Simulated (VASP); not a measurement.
# HgTe (F-43m) in VASP: a series of runs, part 2 of 2

VASP 6.6.1. Earlier steps stand in the parts before.

**4. Single point, PBE**

This run uses another cell than the first one, of 30.64 Å³/atom.

Input file INCAR:

```
PREC = Accurate ; ENCUT = 520
EDIFF = 1E-7 ; ISMEAR = 0
SIGMA = 0.1 ; LREAL = F
LASPH = T ; NELM = 100
ALGO = Normal ; ISIF = 2
LWAVE = F ; LCHARG = F
GGA = PE ; NBANDS = 16
```

Input file KPOINTS:

```
Automatic mesh
0
Gamma
  12 12 12
```

Input file POSCAR:

```
HgTe
1.0
    0.0000000000      3.1292299739      3.1292299739
    3.1292299739      0.0000000000      3.1292299739
    3.1292299739      3.1292299739      0.0000000000
Hg Te
1 1
Direct
    0.0000000000      0.0000000000      0.0000000000
    0.2500000000      0.2500000000      0.2500000000
```

Potentials or basis: VASP PAW PBE potentials, release 64 (Hg, Te).

Command:

```console
$ cat potpaw_PBE.64/Hg/POTCAR potpaw_PBE.64/Te/POTCAR > POTCAR
$ mpirun -np 1 vasp_std > vasp.out
```

OUTCAR:

```text
PREC = Accurate
   ENCUT = 520
   EDIFF = 1E-7
   ISMEAR = 0
   LREAL = F
   LASPH = T
   NELM = 100
   ISIF = 2
   GGA = PE

 ion  position               nearest neighbor table
   1  0.000  0.000  0.000-   2 2.71   2 2.71   2 2.71   2 2.71
   2  0.250  0.250  0.250-   1 2.71   1 2.71   1 2.71   1 2.71

  LATTYP: Found a face centered cubic cell.
 ALAT       =     6.2584599478

  Lattice vectors:

 A1 = (   0.0000000000,   3.1292299739,   3.1292299739)
 A2 = (   3.1292299739,   0.0000000000,   3.1292299739)
 A3 = (   3.1292299739,   3.1292299739,   0.0000000000)

Analysis of symmetry for initial positions (statically):
=====================================================================
 Subroutine PRICEL returns:
 Original cell was already a primitive cell.

 Routine SETGRP: Setting up the symmetry group for a
 face centered cubic supercell.

 Subroutine GETGRP returns: Found 24 space group operations
 (whereof 24 operations were pure point group operations)
 out of a pool of 48 trial point group operations.

The static configuration has the point symmetry T_d .

Analysis of symmetry for dynamics (positions and initial velocities):
=====================================================================
 Subroutine PRICEL returns:
 Original cell was already a primitive cell.

 Routine SETGRP: Setting up the symmetry group for a
 face centered cubic supercell.

 Subroutine GETGRP returns: Found 24 space group operations
 (whereof 24 operations were pure point group operations)
 out of a pool of 48 trial point group operations.

The dynamic configuration has the point symmetry T_d .

 Subroutine INISYM returns: Found 24 space group operations
 (whereof 24 operations are pure point group operations),
 and found     1 'primitive' translations

----------------------------------------------------------------------------------------

                                     Primitive cell

  volume of cell :      61.2833

  direct lattice vectors                    reciprocal lattice vectors
     0.000000000  3.129229974  3.129229974    -0.159783718  0.159783718  0.159783718
     3.129229974  0.000000000  3.129229974     0.159783718 -0.159783718  0.159783718
     3.129229974  3.129229974  0.000000000     0.159783718  0.159783718 -0.159783718

  length of vectors
     4.425399469  4.425399469  4.425399469     0.276753518  0.276753518  0.276753518

  position of ions in fractional coordinates (direct lattice)
     0.000000000  0.000000000  0.000000000
     0.250000000  0.250000000  0.250000000

  ion indices of the primitive-cell ions
   primitive index   ion index
                 1           1
                 2           2

----------------------------------------------------------------------------------------

 KPOINTS: Automatic mesh

Automatic generation of k-mesh.
 Grid dimensions read from file:
 generate k-points for:   12   12   12

 Generating k-lattice:

  Cartesian coordinates                     Fractional coordinates (reciprocal lattice)
    -0.013315310  0.013315310  0.013315310     0.083333333  0.000000000  0.000000000
     0.013315310 -0.013315310  0.013315310     0.000000000  0.083333333  0.000000000
     0.013315310  0.013315310 -0.013315310     0.000000000  0.000000000  0.083333333

  Length of vectors
     0.023062793  0.023062793  0.023062793

  Shift w.r.t. Gamma in fractional coordinates (k-lattice)
     0.000000000  0.000000000  0.000000000

 Subroutine IBZKPT returns following result:
 ===========================================

 Found     72 irreducible k-points:

 Following reciprocal coordinates:
            Coordinates               Weight
  0.000000  0.000000  0.000000      1.000000
  0.083333  0.000000  0.000000      8.000000
  0.166667  0.000000  0.000000      8.000000
  0.250000  0.000000  0.000000      8.000000
  0.333333  0.000000  0.000000      8.000000
  0.416667  0.000000  0.000000      8.000000
[... 16 lines left out ...]
  0.500000  0.166667  0.000000     24.000000
 -0.416667  0.166667  0.000000     24.000000
 [... further k-points ...]
   k-points           NKPTS =     72   k-points in BZ     NKDIM =     72   number of bands    NBANDS=     16
   number of dos      NEDOS =    301   number of ions     NIONS =      2
   total plane-waves  NPLWV =  46656
   dimension x,y,z NGX =    36 NGY =   36 NGZ =   36
   dimension x,y,z NGXF=    72 NGYF=   72 NGZF=   72
   ions per type =               1   1
   NGX,Y,Z   is equivalent  to a cutoff of  13.52, 13.52, 13.52 a.u.
   NGXF,Y,Z  is equivalent  to a cutoff of  27.05, 27.05, 27.05 a.u.
 SYSTEM =  unknown system
   PREC   = accura    normal or accurate (medium, high low for compatibility)
   ISTART =      0    job   : 0-new  1-cont  2-samecut
   ICHARG =      2    charge: 1-file 2-atom 10-const
   ISPIN  =      1    spin polarized calculation?
   LNONCOLLINEAR =      F non collinear calculations
   LSORBIT =      F    spin-orbit coupling
   LASPH  =      T    aspherical Exc in radial PAW
   ENCUT  =  520.0 eV  38.22 Ry    6.18 a.u.   8.23  8.23  8.23*2*pi/ulx,y,z
   NELM   =    100;   NELMIN=  2; NELMDL= -5     # of ELM steps
   EDIFF  = 0.1E-06   stopping-criterion for ELM
   LREAL  =      F    real-space projection
   EDIFFG = 0.1E-05   stopping-criterion for IOM
   NSW    =      0    number of steps for IOM
   IBRION =     -1    ionic relax: 0-MD 1-quasi-New 2-CG
   NFREE  =      0    steps in history (QN), initial steepest desc. (CG)
   ISIF   =      2    stress and relaxation
   ISYM   =      2    0-nonsym 1-usesym 2-fastsym
   POTIM  = 0.5000    time-step for ionic-motion
   TEBEG  =    0.0;   TEEND  =   0.0 temperature during run
   PSTRESS=    0.0 pullay stress
   NELECT =      18.0000    total number of electrons
   NUPDOWN=      -1.0000    fix difference up-down
   EMIN   =  10.00;   EMAX   =-10.00  energy-range for DOS
   EFERMI =   0.00;   METHOD = LEGACY
   ISMEAR =     0;   SIGMA  =   0.10  broadening in eV -4-tet -1-fermi 0-gaus
   EFERMI_NEDOS =   21; number of points for ismear=-14 and -15
   IALGO  =     38    algorithm
   IMIX   =      4    mixing-type and parameters
     AMIX     =   0.40;   BMIX     =  1.00
     AMIX_MAG =   1.60;   BMIX_MAG =  1.00
  volume/ion in A,a.u.               =      30.64       206.78
  Fermi-wavevector in a.u.,A,eV,Ry     =   1.088224  2.056445 16.112439  1.184231
  Thomas-Fermi vector in A             =   2.224401
   LORBIT       =      0    0 simple, 1 ext, 2 COOP (PROOUT), +10 PAW based schemes
   GGA     = PE    functional components
   LHFCALC =     F    Hartree Fock is set to
   AEXX    =    0.0000 exact exchange contribution
   IVDW    =     0    specifies the selected vdW correction
   LEPSILON=     F    determine dielectric tensor
   LRPA    =     F    only Hartree local field effects (RPA)
 non-spin polarized calculation
 Gauss-broadening in eV      SIGMA  =   0.10
  energy-cutoff  :      520.00
  volume of cell :       61.28
 maximum number of plane-waves:      1676
 NGX is ok and might be reduce to    36
   NGX = 17   NGY = 17   NGZ = 17

 number of electron      18.0000002 magnetization

 Free energy of the ion-electron system (eV)
  ---------------------------------------------------
  ext. energy  EPLUGINS =         0.00000000
  ---------------------------------------------------
  free energy    TOTEN  =        -3.32570480 eV

  energy without entropy =       -3.32556649  energy(sigma->0) =       -3.32563565

 E-fermi :   4.2468     XC(G=0):  -9.1946

 val. band max:        4.1957699166   @ k =   0.0000   0.0000   0.0000
 cond. band min:       4.7594466626   @ k =   0.0833   0.0000   0.0000
 fundamental gap:      0.5636767460
 Fermi energy:         4.2467939935

 k-point     1 :       0.0000    0.0000    0.0000
  band No.  band energies     occupation
      1      -8.5552      2.00000
      2      -3.7865      2.00000
      3      -3.7865      2.00000
      4      -3.7865      2.00000
      5      -3.1308      2.00000
      6      -3.1308      2.00000
[... 8 lines left out ...]
     15      13.8813      0.00000
     16      13.8813      0.00000
[... 419 lines left out ...]
 k-point    24 :      -0.4167    0.1667    0.0000
  band No.  band energies     occupation
      1      -7.7858      2.00000
      2      -3.6136      2.00000
      3      -3.5774      2.00000
      4      -3.1600      2.00000
      5      -3.1182      2.00000
      6      -2.7639      2.00000
[... 8 lines left out ...]
     15      13.6147      0.00000
     16      13.8610      0.00000

 [... further k-points ...]

------------------------ aborting loop because EDIFF is reached ----------------------------------------

  FORCE on cell =-STRESS in cart. coord.  units (eV):
  Direction    XX          YY          ZZ          XY          YZ          ZX
  --------------------------------------------------------------------------------------
  -------------------------------------------------------------------------------------
  Total        3.8723879      3.8723879      3.8723879     -0.0000000      0.0000000      0.0000000
  in kB      101.2388007    101.2388007    101.2388007     -0.0000000      0.0000000      0.0000000
  external PRESSURE =     101.2388007 kB  Pullay stress =       0.0000000 kB

 VOLUME and BASIS-vectors are now :
 -----------------------------------------------------------------------------
  energy-cutoff  :      520.00
  volume of cell :       61.28
      direct lattice vectors                 reciprocal lattice vectors
     0.000000000  3.129229974  3.129229974    -0.159783718  0.159783718  0.159783718
     3.129229974  0.000000000  3.129229974     0.159783718 -0.159783718  0.159783718
     3.129229974  3.129229974  0.000000000     0.159783718  0.159783718 -0.159783718

 POSITION                                       TOTAL-FORCE (eV/Angst)
 -----------------------------------------------------------------------------------
      0.00000      0.00000      0.00000        -0.000000     -0.000000     -0.000000
      1.56461      1.56461      1.56461         0.000000      0.000000      0.000000
 -----------------------------------------------------------------------------------
    total drift:                               -0.000000     -0.000000     -0.000000

  FREE ENERGIE OF THE ION-ELECTRON SYSTEM (eV)
  ---------------------------------------------------
  free  energy   TOTEN  =        -3.3257047971 eV

  energy  without entropy=       -3.3255664939  energy(sigma->0) =       -3.32563565
```

OSZICAR:

```text
N       E                     dE             d eps       ncg     rms          rms(c)
DAV:   1     0.108349123205E+03    0.10835E+03   -0.81550E+03  2304   0.985E+02
DAV:   2     0.110925440899E+00   -0.10824E+03   -0.10169E+03  2624   0.233E+02
DAV:   3    -0.352514921371E+01   -0.36361E+01   -0.36275E+01  2848   0.441E+01
DAV:   4    -0.355701566570E+01   -0.31866E-01   -0.31864E-01  3320   0.384E+00
DAV:   5    -0.355717362787E+01   -0.15796E-03   -0.15796E-03  2984   0.208E-01    0.954E+00
DAV:   6    -0.333767060908E+01    0.21950E+00   -0.41969E-01  2720   0.923E+00    0.728E+00
DAV:   7    -0.332699954939E+01    0.10671E-01   -0.11917E-01  2712   0.248E+00    0.233E+00
DAV:   8    -0.332566092677E+01    0.13386E-02   -0.14584E-02  2560   0.144E+00    0.647E-01
DAV:   9    -0.332566311789E+01   -0.21911E-05   -0.81788E-04  2944   0.327E-01    0.175E-01
DAV:  10    -0.332569216142E+01   -0.29044E-04   -0.88795E-05  2936   0.813E-02    0.526E-02
DAV:  11    -0.332570755376E+01   -0.15392E-04   -0.39502E-05  2736   0.544E-02    0.490E-02
DAV:  12    -0.332570506229E+01    0.24915E-05   -0.48151E-06  2536   0.242E-02    0.217E-02
DAV:  13    -0.332570455686E+01    0.50542E-06   -0.20840E-06  2664   0.892E-03    0.739E-03
DAV:  14    -0.332570466483E+01   -0.10797E-06   -0.11921E-07  2400   0.279E-03    0.558E-03
DAV:  15    -0.332570477300E+01   -0.10817E-06   -0.32573E-08  1608   0.206E-03    0.669E-04
DAV:  16    -0.332570479708E+01   -0.24081E-07   -0.10988E-08  1288   0.619E-04
   1 F= -.33257048E+01 E0= -.33256356E+01  d E =-.138303E-03
```

stdout:

```text
POSCAR found type information on POSCAR HgTe
 POSCAR found :  2 types and       2 ions
 scaLAPACK will be used
 LDA part: xc-table for (Slater+PW92), standard interpolation
 POSCAR, INCAR and KPOINTS ok, starting setup
 FFT: planning ... GRIDC
 FFT: planning ... GRID_SOFT
 FFT: planning ... GRID
 WAVECAR not read
 entering main loop
```

Run time: 52 s. Hardware: 1 thread of AMD EPYC 9R45 (Zen 5), shared host; peak memory 0.22 GiB.

Results:

- Free energy: -3.3257 eV
- Pressure: 10.1 GPa
- Band gap on the k mesh: zero (filled and empty bands touch)

Levels at points of the mesh, in eV from the Fermi level:
```csv
k point,band 7,band 8,band 9,band 10,band 11,band 12
"(0.00, 0.00, 0.00)",-0.53,-0.05,-0.05,-0.05,3.98,3.98
"(0.50, 0.00, 0.00)",-6.23,-1.25,-1.25,0.65,4.86,4.86
"(0.50, 0.50, 0.00)",-6.05,-2.78,-2.78,1.77,2.17,8.55
```

Caveat: the cell stands under pressure; semilocal functionals underestimate gaps, so a narrow gap can read as zero; spin-orbit coupling is left out, which moves the levels of the heavy elements.

**5. Single point, PBE**

This run uses another cell than the first one, of 32.95 Å³/atom.

Input file INCAR:

```
SYSTEM = HgTe
ALGO = Normal ; EDIFF = 1E-6
ENCUT = 520 ; GGA = PE
ISIF = 2 ; ISMEAR = 0
LASPH = .TRUE. ; LCHARG = .FALSE.
LREAL = .FALSE. ; LWAVE = .FALSE.
NBANDS = 16 ; NELM = 100
PREC = Accurate ; SIGMA = 0.1
```

Input file KPOINTS:

```
k-points
0
G
  12 12 12
  0 0 0
```

Input file POSCAR:

```
HgTe
1.0
    0.0000000000      3.2057736074      3.2057736074
    3.2057736074      0.0000000000      3.2057736074
    3.2057736074      3.2057736074      0.0000000000
Hg Te
1 1
Direct
    0.0000000000      0.0000000000      0.0000000000
    0.2500000000      0.2500000000      0.2500000000
```

Potentials or basis: VASP PAW PBE potentials, release 64 (Hg, Te).

Command:

```console
$ cat potpaw_PBE.64/Hg/POTCAR potpaw_PBE.64/Te/POTCAR > POTCAR
$ mpirun -np 1 vasp_std > vasp.out
```

OUTCAR:

```text
SYSTEM = HgTe
   EDIFF = 1E-6
   ENCUT = 520
   GGA = PE
   ISIF = 2
   ISMEAR = 0
   LASPH = .TRUE.
   LREAL = .FALSE.
   NELM = 100
   PREC = Accurate

 ion  position               nearest neighbor table
   1  0.000  0.000  0.000-   2 2.78   2 2.78   2 2.78   2 2.78
   2  0.250  0.250  0.250-   1 2.78   1 2.78   1 2.78   1 2.78

  LATTYP: Found a face centered cubic cell.
 ALAT       =     6.4115472148

  Lattice vectors:

 A1 = (   0.0000000000,   3.2057736074,   3.2057736074)
[... 642 lines left out ...]

------------------------ aborting loop because EDIFF is reached ----------------------------------------

  FORCE on cell =-STRESS in cart. coord.  units (eV):
  Direction    XX          YY          ZZ          XY          YZ          ZX
  --------------------------------------------------------------------------------------
  -------------------------------------------------------------------------------------
  Total        2.0860731      2.0860731      2.0860731      0.0000000     -0.0000000     -0.0000000
  in kB       50.7237756     50.7237756     50.7237756      0.0000000     -0.0000000     -0.0000000
  external PRESSURE =      50.7237756 kB  Pullay stress =       0.0000000 kB

 VOLUME and BASIS-vectors are now :
 -----------------------------------------------------------------------------
  energy-cutoff  :      520.00
  volume of cell :       65.89
      direct lattice vectors                 reciprocal lattice vectors
     0.000000000  3.205773607  3.205773607    -0.155968593  0.155968593  0.155968593
     3.205773607  0.000000000  3.205773607     0.155968593 -0.155968593  0.155968593
     3.205773607  3.205773607  0.000000000     0.155968593  0.155968593 -0.155968593

 POSITION                                       TOTAL-FORCE (eV/Angst)
 -----------------------------------------------------------------------------------
      0.00000      0.00000      0.00000         0.000000      0.000000     -0.000000
      1.60289      1.60289      1.60289        -0.000000     -0.000000      0.000000
 -----------------------------------------------------------------------------------
    total drift:                               -0.000000     -0.000000     -0.000000

  FREE ENERGIE OF THE ION-ELECTRON SYSTEM (eV)
  ---------------------------------------------------
  free  energy   TOTEN  =        -3.5406919651 eV

  energy  without entropy=       -3.5405414297  energy(sigma->0) =       -3.54061670
```

OSZICAR:

```text
N       E                     dE             d eps       ncg     rms          rms(c)
DAV:   1     0.106778889286E+03    0.10678E+03   -0.80141E+03  2312   0.972E+02
DAV:   2    -0.864368485554E-01   -0.10687E+03   -0.10018E+03  2680   0.230E+02
DAV:   3    -0.372275587099E+01   -0.36363E+01   -0.36273E+01  2832   0.441E+01
DAV:   4    -0.375682659806E+01   -0.34071E-01   -0.34069E-01  3400   0.386E+00
DAV:   5    -0.375694621539E+01   -0.11962E-03   -0.11962E-03  3016   0.194E-01    0.811E+00
DAV:   6    -0.354972073286E+01    0.20723E+00   -0.40357E-01  2648   0.873E+00    0.635E+00
DAV:   7    -0.354155004683E+01    0.81707E-02   -0.10459E-01  2656   0.224E+00    0.223E+00
DAV:   8    -0.354063824418E+01    0.91180E-03   -0.11688E-02  2576   0.125E+00    0.569E-01
DAV:   9    -0.354065013535E+01   -0.11891E-04   -0.74854E-04  2976   0.319E-01    0.140E-01
DAV:  10    -0.354067892794E+01   -0.28793E-04   -0.86437E-05  2888   0.818E-02    0.510E-02
DAV:  11    -0.354069458722E+01   -0.15659E-04   -0.39256E-05  2792   0.501E-02    0.444E-02
DAV:  12    -0.354069220905E+01    0.23782E-05   -0.47907E-06  2616   0.211E-02    0.214E-02
DAV:  13    -0.354069196506E+01    0.24399E-06   -0.76049E-07  1944   0.460E-03
   1 F= -.35406920E+01 E0= -.35406167E+01  d E =-.150535E-03
```

It took 46 s on 1 thread of AMD EPYC 9R45 (Zen 5), shared host; peak memory 0.22 GiB.

Results:

```
Free energy            : -3.5407 eV
Pressure               : 5.1 GPa
Band gap on the k mesh : zero (filled and empty bands touch)
```

Caveat: the cell stands under pressure; semilocal functionals underestimate gaps, so a narrow gap can read as zero; spin-orbit coupling is left out, which moves the levels of the heavy elements.

**6. Overview**

| cell | gap on the mesh (eV) | pressure (GPa) |
| --- | --- | --- |
| a = 4.104 Å, angles 60.0°, 2 atoms | 0.14 | 40.4 |
| a = 4.280 Å, angles 60.0°, 2 atoms | none | 20.2 |
| a = 4.425 Å, angles 60.0°, 2 atoms | none | 10.1 |
| a = 4.534 Å, angles 60.0°, 2 atoms | none | 5.1 |

Alike in all rows: task single point; level PBE; potentials or basis VASP PAW PBE potentials, release 64 (Hg, Te); no spin polarisation; k mesh 12 × 12 × 12; cutoff (eV) 520; smearing gaussian 0.1 eV.

Caveats: the cell stands under pressure; spin-orbit coupling is left out, which moves the levels of the heavy elements; semilocal functionals underestimate gaps, so a narrow gap can read as zero (at least some runs).

Total energies depend on the potentials used, so only differences within one code and one set of settings carry meaning.
